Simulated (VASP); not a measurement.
Here is a VASP 6.6.1 calculation.

INCAR

```
SYSTEM = ZrS
PREC = Accurate
ENCUT = 520
EDIFF = 1E-7
ISMEAR = 0
SIGMA = 0.1
LREAL = .FALSE.
LASPH = .TRUE.
NELM = 60
ALGO = Normal
ISIF = 2
LWAVE = .FALSE.
LCHARG = .FALSE.
GGA = PS
NBANDS = 26
```

The input KPOINTS:

```
Automatic mesh
0
G
  14 14 10
  0 0 0
```

POSCAR

```
ZrS
1.0
    2.5830753502      2.5830753502      0.0000000000
   -2.5830753502      2.5830753502      0.0000000000
    0.0000000000      0.0000000000      5.1144891935
Zr S
2 2
Direct
    0.0000000000      0.0000000000      0.0000000000
    0.5000000000      0.5000000000      0.5000000000
    0.5000000000      0.5000000000      0.0000000000
    0.0000000000      0.0000000000      0.5000000000
```

Potentials or basis: VASP PAW PBE potentials, release 64 (Zr_sv, S).

Run with:

```bash
$ cat potpaw_PBE.64/Zr_sv/POTCAR potpaw_PBE.64/S/POTCAR > POTCAR
$ mpirun -np 1 vasp_std > vasp.out
```

Task: Predict the band gap on the k mesh.

Result: Zero (bands 18 and 19 overlap by 3.12 eV).

Task: Predict the pressure.

Result: 1.7 GPa.

Stress tensor (GPa, compression positive):
```
0.84 0.00 0.00
0.00 0.84 0.00
0.00 0.00 3.55
```

Caveat: the cell differs from its parent crystal (strain along c alone, the other axes held: -1.0 %); the PAW data sets were made with another functional, which shifts forces and pressure a little.
